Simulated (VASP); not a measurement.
# Nb (Im-3m) in VASP: further runs, part 2 of 2

VASP 6.6.1. The steps go on from the part before.

## Step 3: Relaxation of cell and atoms, PBEsol

This run uses another cell than the first one, of 18.43 Å³/atom, 1.056 times its volume.

Input file INCAR:

```
SYSTEM = Nb
  ALGO = Normal
  EDIFF = 1E-7
  EDIFFG = -0.01
  ENCUT = 600
  GGA = PS
  IBRION = 2
  ISIF = 3
  ISMEAR = 1
  LASPH = .True.
  LCHARG = .False.
  LREAL = .False.
  LWAVE = .False.
  NELM = 80
  NSW = 80
  PREC = Accurate
  SIGMA = 0.05
```

Input file KPOINTS:

```
k-points
0
Gamma
  9 9 9
  0 0 0
```

Input file POSCAR:

```
Nb
1.0
   -1.6639500000      1.6639500000      1.6639500000
    1.6639500000     -1.6639500000      1.6639500000
    1.6639500000      1.6639500000     -1.6639500000
Nb
1
Direct
    0.0000000000      0.0000000000      0.0000000000
```

Potentials or basis: VASP PAW PBE potentials, release 64 (Nb_sv).

Run with:

```
$ cat potpaw_PBE.64/Nb_sv/POTCAR > POTCAR
$ mpirun -np 1 vasp_std > vasp.out
```

OUTCAR:

```text
SYSTEM = Nb
   EDIFF = 1E-7
   EDIFFG = -0.01
   ENCUT = 600
   GGA = PS
   IBRION = 2
   ISIF = 3
   ISMEAR = 1
   LASPH = .True.
   LREAL = .False.
   NELM = 80
   NSW = 80
   PREC = Accurate

 ion  position               nearest neighbor table
   1  0.000  0.000  0.000-

  LATTYP: Found a body centered cubic cell.
 ALAT       =     3.3279000000

  Lattice vectors:

 A1 = (  -1.6639500000,   1.6639500000,   1.6639500000)
 A2 = (   1.6639500000,  -1.6639500000,   1.6639500000)
 A3 = (   1.6639500000,   1.6639500000,  -1.6639500000)

Analysis of symmetry for initial positions (statically):
=====================================================================
 Subroutine PRICEL returns:
 Original cell was already a primitive cell.

 Routine SETGRP: Setting up the symmetry group for a
 body centered cubic supercell.

 Subroutine GETGRP returns: Found 48 space group operations
 (whereof 48 operations were pure point group operations)
 out of a pool of 48 trial point group operations.

The static configuration has the point symmetry O_h .

Analysis of symmetry for dynamics (positions and initial velocities):
=====================================================================
 Subroutine PRICEL returns:
 Original cell was already a primitive cell.

 Routine SETGRP: Setting up the symmetry group for a
 body centered cubic supercell.

 Subroutine GETGRP returns: Found 48 space group operations
 (whereof 48 operations were pure point group operations)
 out of a pool of 48 trial point group operations.

The dynamic configuration has the point symmetry O_h .

 Subroutine INISYM returns: Found 48 space group operations
 (whereof 48 operations are pure point group operations),
[... 125 lines left out ...]
 conjugate gradient relaxation of ions
 non-spin polarized calculation
 Methfessel and Paxton  Order N= 1 SIGMA  =   0.05
  energy-cutoff  :      600.00
  volume of cell :       18.43
 maximum number of plane-waves:       630
   NGX = 11   NGY = 11   NGZ = 11

--------------------------------------- Ionic step        1  -------------------------------------------

 number of electron      12.9999999 magnetization

 Free energy of the ion-electron system (eV)
  ---------------------------------------------------
  ext. energy  EPLUGINS =         0.00000000
  ---------------------------------------------------
  free energy    TOTEN  =       -10.93349860 eV

  energy without entropy =      -10.93253565  energy(sigma->0) =      -10.93317761

------------------------ aborting loop because EDIFF is reached ----------------------------------------

  FORCE on cell =-STRESS in cart. coord.  units (eV):
  Direction    XX          YY          ZZ          XY          YZ          ZX
  --------------------------------------------------------------------------------------
  -------------------------------------------------------------------------------------
  Total       -1.0356113     -1.0356113     -1.0356113     -0.0000000     -0.0000000      0.0000000
  in kB      -90.0381477    -90.0381477    -90.0381477     -0.0000000     -0.0000000      0.0000000
  external PRESSURE =     -90.0381477 kB  Pullay stress =       0.0000000 kB
[... 92 lines left out ...]
--------------------------------------- Ionic step        4  -------------------------------------------

 number of electron      13.0000001 magnetization

 Free energy of the ion-electron system (eV)
  ---------------------------------------------------
  ext. energy  EPLUGINS =         0.00000000
  ---------------------------------------------------
  free energy    TOTEN  =       -10.96295664 eV

  energy without entropy =      -10.96215125  energy(sigma->0) =      -10.96268818

 E-fermi :  11.5199     XC(G=0): -12.8005

 val. band max:       11.4919414849   @ k =  -0.2222   0.3333   0.1111
 cond. band min:      11.5335411318   @ k =   0.3333   0.2222   0.0000
 fundamental gap:      0.0415996469
 Fermi energy:        11.5198834641

 k-point     1 :       0.0000    0.0000    0.0000
  band No.  band energies     occupation
      1     -42.7102      2.00000
      2     -17.9509      2.00000
      3     -17.9509      2.00000
      4     -17.9509      2.00000
      5       5.4794      2.00000
      6      11.8710     -0.00000
      7      11.8710     -0.00000
      8      11.8710     -0.00000
      9      14.8925      0.00000
     10      14.8925      0.00000
[... 287 lines left out ...]
 k-point    24 :      -0.4444   -0.4444    0.1111
  band No.  band energies     occupation
      1     -42.3795      2.00000
      2     -19.3094      2.00000
      3     -18.6627      2.00000
      4     -18.1910      2.00000
      5       8.6381      2.00000
      6      10.5985      2.00000
      7      11.0432      2.00000
      8      13.8727      0.00000
      9      16.9002      0.00000
     10      19.8842      0.00000

 [... further k-points ...]

------------------------ aborting loop because EDIFF is reached ----------------------------------------

  FORCE on cell =-STRESS in cart. coord.  units (eV):
  Direction    XX          YY          ZZ          XY          YZ          ZX
  --------------------------------------------------------------------------------------
  -------------------------------------------------------------------------------------
  Total        0.0060398      0.0060398      0.0060398      0.0000000      0.0000000     -0.0000000
  in kB        0.5553018      0.5553018      0.5553018      0.0000000      0.0000000     -0.0000000
  external PRESSURE =       0.5553018 kB  Pullay stress =       0.0000000 kB
[... 16 lines left out ...]
  FREE ENERGIE OF THE ION-ELECTRON SYSTEM (eV)
  ---------------------------------------------------
  free  energy   TOTEN  =       -10.9629566398 eV

  energy  without entropy=      -10.9621512533  energy(sigma->0) =      -10.96268818

 reached required accuracy - stopping structural energy minimisation
```

OSZICAR:

```text
N       E                     dE             d eps       ncg     rms          rms(c)
DAV:   1     0.123009070366E+03    0.12301E+03   -0.80380E+03   708   0.143E+03
[... 39 lines left out ...]
DAV:   1    -0.109631349594E+02   -0.18435E-03   -0.54654E-03   874   0.120E+00    0.110E-01
DAV:   2    -0.109629636198E+02    0.17134E-03   -0.41857E-04  1052   0.298E-01    0.297E-02
DAV:   3    -0.109629464909E+02    0.17129E-04   -0.12807E-04  1094   0.130E-01    0.173E-02
DAV:   4    -0.109629514397E+02   -0.49488E-05   -0.45190E-06   904   0.226E-02    0.933E-03
DAV:   5    -0.109629562521E+02   -0.48125E-05   -0.98707E-06  1196   0.237E-02    0.430E-03
DAV:   6    -0.109629565613E+02   -0.30911E-06   -0.19188E-07   596   0.690E-03    0.906E-04
DAV:   7    -0.109629566398E+02   -0.78519E-07   -0.27338E-08   376   0.292E-03
   4 F= -.10962957E+02 E0= -.10962688E+02  d E =-.294580E-01
```

CONTCAR:

```text
Nb
   1.00000000000000
    -1.6332351076296554    1.6332351076296554    1.6332351076296554
     1.6332351076296554   -1.6332351076296554    1.6332351076296554
     1.6332351076296554    1.6332351076296554   -1.6332351076296554
  Nb
     1
Direct
     0.0000000000000000    0.0000000000000000    0.0000000000000000

  0.00000000E+00  0.00000000E+00  0.00000000E+00
```

It took 33 s on 1 thread of Intel Xeon 8259CL, shared host; peak memory 0.15 GiB.

Results:

* Free energy: -10.9630 eV
* Relaxed volume: 17.43 Å³/atom
* Relaxed cell: a = 2.829 Å, b = 2.829 Å, c = 2.829 Å, α = 109.47°, β = 109.47°, γ = 109.47°
* Space group after relaxing (to 0.05 Å): Im-3m (No. 229)
* Energy gained by relaxing: 29.5 meV/atom
* Ionic steps: 4
* Pressure after relaxing: 0.1 GPa

The path:
| step | energy change (eV) | largest force (eV/Å) | pressure (GPa) | volume (Å³) |
| --- | --- | --- | --- | --- |
| 1 | 0.0000 | 0.0000 | -9.00 | 18.43 |
| 2 | 0.0732 | 0.0000 | 22.51 | 15.80 |
| 3 | -0.0295 | 0.0000 | -0.15 | 17.45 |
| 4 | -0.0295 | 0.0000 | 0.06 | 17.43 |

Final structure:
```yaml
crystal:
  lattice:
    - [-1.63324, 1.63324, 1.63324]
    - [1.63324, -1.63324, 1.63324]
    - [1.63324, 1.63324, -1.63324]
  atoms:
    - { symbol: Nb, position: [0.00000, 0.00000, 0.00000] }
```

Caveat: the PAW data sets were made with another functional, which shifts forces and pressure a little.
